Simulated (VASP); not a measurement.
# C (P1) in VASP: further runs

C is run at these levels: PBE; tasks: single point.

The COD entry that gives the cell may itself be a prediction, so a difference from it is no test against experiment.

Program: VASP 6.6.1. These are calculated values, not measurements. Logs are shortened: lines on timing, memory, paths and dates and some standing lists are left out, and cuts for length are marked.

### 1 The cell of the first run

The typed cell holds 8 atoms: a = 2.518 Å, b = 2.518 Å, c = 8.305 Å, α = 90.00°, β = 90.00°, γ = 120.00°.

### 2 Single point, PBE (atom 1 (C) moved +0.113 Å towards its neighbour atom 1 (C) at 2.518 Å)

The input, INCAR:

```
  PREC = Accurate
  ENCUT = 520
  EDIFF = 1E-6
  ISMEAR = 0
  SIGMA = 0.05
  LREAL = F
  LASPH = T
  NELM = 60
  ALGO = Normal
  ISIF = 2
  LWAVE = F
  LCHARG = F
  GGA = PE
  NBANDS = 26
```

The input, KPOINTS:

```
regular mesh
0
Gamma
  12 12 4
```

The input, POSCAR:

```
C
1.0
    2.5180184915      0.0000000000      0.0000000000
   -1.2590092457      2.1806679808      0.0000000000
    0.0000000000      0.0000000000      8.3045881819
C
8
Direct
   -0.0446779880     -0.0446779880      0.0929681641
    0.0000000000      0.0000000000      0.5929681641
    0.0000000000      0.0000000000      0.4070318359
    0.0000000000      0.0000000000      0.9070318359
    0.3333333333      0.6666666667      0.1555285626
    0.6666666667      0.3333333333      0.6555285626
    0.3333333333      0.6666666667      0.3444714374
    0.6666666667      0.3333333333      0.8444714374
```

Potentials or basis: VASP PAW PBE potentials, release 64 (C).

The run is started by

```console
cat potpaw_PBE.64/C/POTCAR > POTCAR
mpirun -np 1 vasp_std > vasp.out
```

OUTCAR:

```text
PREC = Accurate
   ENCUT = 520
   EDIFF = 1E-6
   ISMEAR = 0
   LREAL = F
   LASPH = T
   NELM = 60
   ISIF = 2
   GGA = PE

 ion  position               nearest neighbor table
   1  0.955  0.955  0.093-   5 1.45   5 1.55   4 1.55   5 1.64
   2  0.000  0.000  0.593-   6 1.54   6 1.54   6 1.54   3 1.54
   3  0.000  0.000  0.407-   7 1.54   7 1.54   7 1.54   2 1.54
   4  0.000  0.000  0.907-   8 1.54   8 1.54   8 1.54   1 1.55
   5  0.333  0.667  0.156-   1 1.45   1 1.55   7 1.57   1 1.64
   6  0.667  0.333  0.656-   2 1.54   2 1.54   2 1.54   8 1.57
   7  0.333  0.667  0.344-   3 1.54   3 1.54   3 1.54   5 1.57
   8  0.667  0.333  0.844-   4 1.54   4 1.54   4 1.54   6 1.57

  LATTYP: Found a hexagonal cell.
 ALAT       =     2.5180184915
 C/A-ratio  =     3.2980648116

  Lattice vectors:

 A1 = (   2.5180184915,   0.0000000000,   0.0000000000)
 A2 = (  -1.2590092457,   2.1806679808,   0.0000000000)
 A3 = (   0.0000000000,   0.0000000000,   8.3045881819)

Analysis of symmetry for initial positions (statically):
=====================================================================
 Subroutine PRICEL returns:
 Original cell was already a primitive cell.

 Routine SETGRP: Setting up the symmetry group for a
 hexagonal supercell.

 Subroutine GETGRP returns: Found  1 space group operations
 (whereof  1 operations were pure point group operations)
 out of a pool of 24 trial point group operations.

The static configuration has the point symmetry C_1 .

Analysis of symmetry for dynamics (positions and initial velocities):
=====================================================================
 Subroutine PRICEL returns:
 Original cell was already a primitive cell.

 Routine SETGRP: Setting up the symmetry group for a
 hexagonal supercell.

 Subroutine GETGRP returns: Found  1 space group operations
 (whereof  1 operations were pure point group operations)
 out of a pool of 24 trial point group operations.

The dynamic configuration has the point symmetry C_1 .

 Subroutine INISYM returns: Found  1 space group operations
 (whereof  1 operations are pure point group operations),
 and found     1 'primitive' translations

----------------------------------------------------------------------------------------

                                     Primitive cell

  volume of cell :      45.6002

  direct lattice vectors                    reciprocal lattice vectors
     2.518018491  0.000000000  0.000000000     0.397137671  0.229287541  0.000000000
    -1.259009246  2.180667981  0.000000000     0.000000000  0.458575083  0.000000000
     0.000000000  0.000000000  8.304588182     0.000000000  0.000000000  0.120415363

  length of vectors
     2.518018491  2.518018491  8.304588182     0.458575083  0.458575083  0.120415363

  position of ions in fractional coordinates (direct lattice)
     0.955322012  0.955322012  0.092968164
     0.000000000  0.000000000  0.592968164
     0.000000000  0.000000000  0.407031836
     0.000000000  0.000000000  0.907031836
     0.333333333  0.666666667  0.155528563
     0.666666667  0.333333333  0.655528563
     0.333333333  0.666666667  0.344471437
     0.666666667  0.333333333  0.844471437

  ion indices of the primitive-cell ions
   primitive index   ion index
                 1           1
                 2           2
                 3           3
                 4           4
                 5           5
                 6           6
                 7           7
                 8           8

----------------------------------------------------------------------------------------

 KPOINTS: regular mesh

Automatic generation of k-mesh.
 Grid dimensions read from file:
 generate k-points for:   12   12    4

 Generating k-lattice:

  Cartesian coordinates                     Fractional coordinates (reciprocal lattice)
     0.033094806  0.019107295  0.000000000     0.083333333  0.000000000  0.000000000
     0.000000000  0.038214590  0.000000000     0.000000000  0.083333333  0.000000000
     0.000000000  0.000000000  0.030103841     0.000000000  0.000000000  0.250000000

  Length of vectors
     0.038214590  0.038214590  0.030103841

  Shift w.r.t. Gamma in fractional coordinates (k-lattice)
     0.000000000  0.000000000  0.000000000

 Subroutine IBZKPT returns following result:
 ===========================================

 Found    292 irreducible k-points:

 Following reciprocal coordinates:
            Coordinates               Weight
  0.000000  0.000000  0.000000      1.000000
  0.083333 -0.000000  0.000000      2.000000
  0.000000  0.083333  0.000000      2.000000
 -0.083333  0.083333  0.000000      2.000000
  0.166667  0.000000  0.000000      2.000000
  0.000000  0.166667  0.000000      2.000000
[... 16 lines left out ...]
  0.166667  0.083333  0.000000      2.000000
 -0.083333  0.250000  0.000000      2.000000
 [... further k-points ...]
   k-points           NKPTS =    292   k-points in BZ     NKDIM =    292   number of bands    NBANDS=     26
   number of dos      NEDOS =    301   number of ions     NIONS =      8
   total plane-waves  NPLWV =  25600
   dimension x,y,z NGX =    20 NGY =   20 NGZ =   64
   dimension x,y,z NGXF=    40 NGYF=   40 NGZF=  128
   ions per type =               8
   NGX,Y,Z   is equivalent  to a cutoff of  13.20, 13.20, 12.81 a.u.
   NGXF,Y,Z  is equivalent  to a cutoff of  26.41, 26.41, 25.62 a.u.
 SYSTEM =  unknown system
   PREC   = accura    normal or accurate (medium, high low for compatibility)
   ISTART =      0    job   : 0-new  1-cont  2-samecut
   ICHARG =      2    charge: 1-file 2-atom 10-const
   ISPIN  =      1    spin polarized calculation?
   LNONCOLLINEAR =      F non collinear calculations
   LSORBIT =      F    spin-orbit coupling
   LASPH  =      T    aspherical Exc in radial PAW
   ENCUT  =  520.0 eV  38.22 Ry    6.18 a.u.   4.68  4.68 15.44*2*pi/ulx,y,z
   NELM   =     60;   NELMIN=  2; NELMDL= -5     # of ELM steps
   EDIFF  = 0.1E-05   stopping-criterion for ELM
   LREAL  =      F    real-space projection
   EDIFFG = 0.1E-04   stopping-criterion for IOM
   NSW    =      0    number of steps for IOM
   IBRION =     -1    ionic relax: 0-MD 1-quasi-New 2-CG
   NFREE  =      0    steps in history (QN), initial steepest desc. (CG)
   ISIF   =      2    stress and relaxation
   ISYM   =      2    0-nonsym 1-usesym 2-fastsym
   POTIM  = 0.5000    time-step for ionic-motion
   TEBEG  =    0.0;   TEEND  =   0.0 temperature during run
   PSTRESS=    0.0 pullay stress
   NELECT =      32.0000    total number of electrons
   NUPDOWN=      -1.0000    fix difference up-down
   EMIN   =  10.00;   EMAX   =-10.00  energy-range for DOS
   EFERMI =   0.00;   METHOD = LEGACY
   ISMEAR =     0;   SIGMA  =   0.05  broadening in eV -4-tet -1-fermi 0-gaus
   EFERMI_NEDOS =   21; number of points for ismear=-14 and -15
   IALGO  =     38    algorithm
   IMIX   =      4    mixing-type and parameters
     AMIX     =   0.40;   BMIX     =  1.00
     AMIX_MAG =   1.60;   BMIX_MAG =  1.00
  volume/ion in A,a.u.               =       5.70        38.47
  Fermi-wavevector in a.u.,A,eV,Ry     =   1.454798  2.749169 28.795869  2.116437
  Thomas-Fermi vector in A             =   2.571907
   LORBIT       =      0    0 simple, 1 ext, 2 COOP (PROOUT), +10 PAW based schemes
   GGA     = PE    functional components
   LHFCALC =     F    Hartree Fock is set to
   AEXX    =    0.0000 exact exchange contribution
   IVDW    =     0    specifies the selected vdW correction
   LEPSILON=     F    determine dielectric tensor
   LRPA    =     F    only Hartree local field effects (RPA)
 non-spin polarized calculation
 Gauss-broadening in eV      SIGMA  =   0.05
  energy-cutoff  :      520.00
  volume of cell :       45.60
 maximum number of plane-waves:      1243
   NGX =  9   NGY =  9   NGZ = 31

 number of electron      31.9999995 magnetization

 Free energy of the ion-electron system (eV)
  ---------------------------------------------------
  ext. energy  EPLUGINS =         0.00000000
  ---------------------------------------------------
  free energy    TOTEN  =       -72.43223508 eV

  energy without entropy =      -72.43223508  energy(sigma->0) =      -72.43223508

 E-fermi :  10.6913     XC(G=0): -13.2249

 val. band max:       10.4130171397   @ k =   0.0000   0.0000   0.0000
 cond. band min:      14.1466242117   @ k =  -0.4167   0.4167   0.0000
 fundamental gap:      3.7336070720
 Fermi energy:        10.6913269694

 k-point     1 :       0.0000    0.0000    0.0000
  band No.  band energies     occupation
      1     -11.7737      2.00000
      2     -10.1367      2.00000
      3     -10.0350      2.00000
      4      -6.1403      2.00000
      5      -3.6704      2.00000
      6       2.9483      2.00000
[... 18 lines left out ...]
     25      18.0461      0.00000
     26      18.2045      0.00000

 k-point     2 :       0.0833   -0.0000    0.0000
  band No.  band energies     occupation
      1     -11.6026      2.00000
      2      -9.9683      2.00000
      3      -9.8671      2.00000
      4      -5.9880      2.00000
      5      -3.5119      2.00000
      6       3.0233      2.00000
[... 18 lines left out ...]
     25      18.4423      0.00000
     26      18.7984      0.00000

 k-point     3 :       0.0000    0.0833    0.0000
  band No.  band energies     occupation
      1     -11.6025      2.00000
      2      -9.9680      2.00000
      3      -9.8674      2.00000
      4      -5.9877      2.00000
      5      -3.5132      2.00000
      6       3.0305      2.00000
[... 18 lines left out ...]
     25      18.4786      0.00000
     26      18.6818      0.00000

 k-point     4 :      -0.0833    0.0833    0.0000
  band No.  band energies     occupation
      1     -11.6025      2.00000
      2      -9.9681      2.00000
      3      -9.8672      2.00000
      4      -5.9878      2.00000
      5      -3.5125      2.00000
      6       3.0319      2.00000
[... 18 lines left out ...]
     25      18.6174      0.00000
     26      18.7744      0.00000

 k-point     5 :       0.1667    0.0000    0.0000
  band No.  band energies     occupation
      1     -11.0912      2.00000
      2      -9.4652      2.00000
      3      -9.3658      2.00000
      4      -5.5326      2.00000
      5      -3.0481      2.00000
      6       3.1080      2.00000
[... 18 lines left out ...]
     25      19.2124      0.00000
     26      20.2235      0.00000

 k-point     6 :       0.0000    0.1667    0.0000
  band No.  band energies     occupation
      1     -11.0910      2.00000
      2      -9.4642      2.00000
      3      -9.3673      2.00000
      4      -5.5320      2.00000
      5      -3.0540      2.00000
      6       3.1860      2.00000
[... 427 lines left out ...]
 k-point    21 :      -0.0833    0.1667    0.0000
  band No.  band energies     occupation
      1     -11.2611      2.00000
      2      -9.6317      2.00000
      3      -9.5335      2.00000
      4      -5.6835      2.00000
      5      -3.2045      2.00000
      6       3.1719      2.00000
[... 18 lines left out ...]
     25      19.0672      0.00000
     26      19.6941      0.00000

 k-point    22 :      -0.1667    0.0833    0.0000
  band No.  band energies     occupation
      1     -11.2613      2.00000
      2      -9.6325      2.00000
      3      -9.5325      2.00000
      4      -5.6841      2.00000
      5      -3.2004      2.00000
      6       3.1417      2.00000
[... 18 lines left out ...]
     25      18.9717      0.00000
     26      19.7741      0.00000

 k-point    23 :       0.1667    0.0833    0.0000
  band No.  band energies     occupation
      1     -10.5828      2.00000
      2      -8.9651      2.00000
      3      -8.8692      2.00000
      4      -5.0806      2.00000
      5      -2.6117      2.00000
      6       2.5419      2.00000
[... 18 lines left out ...]
     25      19.7880      0.00000
     26      20.6453      0.00000

 k-point    24 :      -0.0833    0.2500    0.0000
  band No.  band energies     occupation
      1     -10.5829      2.00000
      2      -8.9640      2.00000
      3      -8.8720      2.00000
      4      -5.0806      2.00000
      5      -2.6205      2.00000
      6       2.8408      2.00000
[... 18 lines left out ...]
     25      19.9717      0.00000
     26      20.4414      0.00000

 [... further k-points ...]

------------------------ aborting loop because EDIFF is reached ----------------------------------------

  FORCE on cell =-STRESS in cart. coord.  units (eV):
  Direction    XX          YY          ZZ          XY          YZ          ZX
  --------------------------------------------------------------------------------------
  -------------------------------------------------------------------------------------
  Total        0.8001985      0.3982851      0.3459924      0.2786872     -0.1320324     -0.3501177
  in kB       28.1152387     13.9938789     12.1565582      9.7917665     -4.6390030    -12.3014990
  external PRESSURE =      18.0885586 kB  Pullay stress =       0.0000000 kB

 VOLUME and BASIS-vectors are now :
 -----------------------------------------------------------------------------
  energy-cutoff  :      520.00
  volume of cell :       45.60
      direct lattice vectors                 reciprocal lattice vectors
     2.518018491  0.000000000  0.000000000     0.397137671  0.229287541  0.000000000
    -1.259009246  2.180667981  0.000000000     0.000000000  0.458575083  0.000000000
     0.000000000  0.000000000  8.304588182     0.000000000  0.000000000  0.120415363

 POSITION                                       TOTAL-FORCE (eV/Angst)
 -----------------------------------------------------------------------------------
      1.20276      2.08324      0.77206         2.583186      3.377906     -0.423102
      0.00000      0.00000      4.92436         0.001025      0.000010      0.001331
      0.00000      0.00000      3.38023        -0.002363     -0.004029     -0.007075
      0.00000      0.00000      7.53253        -0.369095     -0.578300      0.034717
     -0.00000      1.45378      1.29160        -2.170367     -2.677835      0.419942
      1.25901      0.72689      5.44389        -0.038724     -0.067533     -0.001988
     -0.00000      1.45378      2.86069         0.010982      0.000831     -0.011567
      1.25901      0.72689      7.01299        -0.014643     -0.051050     -0.012258
 -----------------------------------------------------------------------------------
    total drift:                                0.000053      0.000059     -0.000052

  FREE ENERGIE OF THE ION-ELECTRON SYSTEM (eV)
  ---------------------------------------------------
  free  energy   TOTEN  =       -72.4322350765 eV

  energy  without entropy=      -72.4322350765  energy(sigma->0) =      -72.43223508
```

Wall time 4.2 min (1 thread of Intel Xeon 6975P-C, shared host); peak memory 0.33 GiB.

What came out:

```yaml
Free_energy: -72.4322 eV
Pressure: 1.8 GPa
Largest_force: 4.273 eV/Å
Band_gap_on_the_k_mesh: 3.73 eV, indirect (least direct gap 4.08 eV)
```

Forces in eV/Å, atoms in the order of the input:
```
C    2.583  3.378 -0.423
C    0.001  0.000  0.001
C   -0.002 -0.004 -0.007
C   -0.369 -0.578  0.035
C   -2.170 -2.678  0.420
C   -0.039 -0.068 -0.002
C    0.011  0.001 -0.012
C   -0.015 -0.051 -0.012
```

Levels at points of the mesh, in eV from the valence-band top:
```csv
k point,band 14,band 15,band 16,band 17,band 18,band 19
"(0.00, 0.00, 0.00)",-0.99,-0.74,0.00,4.08,4.72,4.95
"(0.50, 0.00, 0.00)",-5.19,-4.34,-3.42,4.02,4.84,5.33
"(0.00, 0.50, 0.00)",-5.19,-4.26,-3.66,3.81,4.97,5.09
"(0.50, 0.50, 0.00)",-5.11,-4.30,-3.43,3.77,4.93,5.01
"(0.00, 0.00, 0.50)",-1.29,-1.26,-0.38,4.45,5.39,5.46
"(0.50, 0.00, 0.50)",-5.20,-4.27,-3.99,4.30,4.41,5.97
"(0.00, 0.50, 0.50)",-5.21,-4.43,-4.27,4.03,4.31,6.17
"(0.50, 0.50, 0.50)",-5.34,-4.27,-4.02,3.96,4.31,6.32
```

Caveat: the cell differs from its parent crystal (atom 1 (C) moved +0.113 Å towards its neighbour atom 1 (C) at 2.518 Å); forces of over 1 eV/Å act on the atoms, so gaps and moduli don't describe the material at rest. A k mesh can miss the band edges.

### 3 Single point, PBE (atom 1 (C) moved +0.037 Å towards its neighbour atom 1 (C) at 2.518 Å)

The input, INCAR:

```
SYSTEM = C
PREC = Accurate
ENCUT = 520
EDIFF = 1E-6
ISMEAR = 0
SIGMA = 0.05
LREAL = .FALSE.
LASPH = .TRUE.
NELM = 60
ALGO = Normal
ISIF = 2
LWAVE = .FALSE.
LCHARG = .FALSE.
GGA = PE
NBANDS = 26
```

The input, KPOINTS:

```
Automatic mesh
0
G
  12 12 4
  0 0 0
```

Edit POSCAR of step 2 so:

```diff
@@ -8,3 +8,3 @@
 Direct
-   -0.0446779880     -0.0446779880      0.0929681641
+   -0.0148926627     -0.0148926627      0.0929681641
     0.0000000000      0.0000000000      0.5929681641
```

Potentials or basis: VASP PAW PBE potentials, release 64 (C).

The run is started by

```console
cat potpaw_PBE.64/C/POTCAR > POTCAR
mpirun -np 1 vasp_std > vasp.out
```

Run time: 3.8 min. Hardware: 1 thread of Intel Xeon 6975P-C, shared host; peak memory 0.33 GiB.

The run converged. Its results:

- Free energy: -72.6435 eV
- Pressure: 0.8 GPa
- Largest force: 1.413 eV/Å
- Band gap on the k mesh: 4.35 eV, indirect (least direct gap 5.01 eV)

Forces in eV/Å, atoms in the order of the input:
```
C    0.758  1.192 -0.046
C    0.000  0.000  0.001
C   -0.001 -0.001 -0.001
C   -0.117 -0.197  0.003
C   -0.622 -0.957  0.050
C   -0.013 -0.023  0.004
C    0.002  0.002 -0.005
C   -0.008 -0.016 -0.005
```

Stress tensor (GPa, compression positive):
```
 1.11  0.22 -0.24
 0.22  0.57 -0.24
-0.24 -0.24  0.68
```

Levels at points of the mesh, in eV from the valence-band top:
| k point | band 12 | band 13 | band 14 | band 15 | band 16 | band 17 | band 18 | band 19 | band 20 | band 21 |
| --- | --- | --- | --- | --- | --- | --- | --- | --- | --- | --- |
| (0.00, 0.00, 0.00) | -1.90 | -1.72 | -0.39 | -0.24 | 0.00 | 5.01 | 5.21 | 5.33 | 6.77 | 7.06 |
| (0.50, 0.00, 0.00) | -5.13 | -5.02 | -4.80 | -3.82 | -3.06 | 4.47 | 5.39 | 5.83 | 5.91 | 6.49 |
| (0.00, 0.50, 0.00) | -5.20 | -5.09 | -4.79 | -3.80 | -3.14 | 4.41 | 5.43 | 5.77 | 5.86 | 6.49 |
| (0.50, 0.50, 0.00) | -5.15 | -5.09 | -4.77 | -3.81 | -3.08 | 4.43 | 5.41 | 5.79 | 5.85 | 6.49 |
| (0.00, 0.00, 0.50) | -2.59 | -0.99 | -0.80 | -0.79 | -0.55 | 5.64 | 5.89 | 5.92 | 6.09 | 6.53 |
| (0.50, 0.00, 0.50) | -6.06 | -4.91 | -4.81 | -3.80 | -3.71 | 4.78 | 4.84 | 6.72 | 6.87 | 7.40 |
| (0.00, 0.50, 0.50) | -6.12 | -4.90 | -4.81 | -3.87 | -3.80 | 4.72 | 4.79 | 6.78 | 6.89 | 7.35 |
| (0.50, 0.50, 0.50) | -6.11 | -4.87 | -4.86 | -3.80 | -3.77 | 4.75 | 4.79 | 6.82 | 6.83 | 7.33 |

Caveat: the cell differs from its parent crystal (atom 1 (C) moved +0.037 Å towards its neighbour atom 1 (C) at 2.518 Å); forces of over 1 eV/Å act on the atoms, so gaps and moduli don't describe the material at rest.
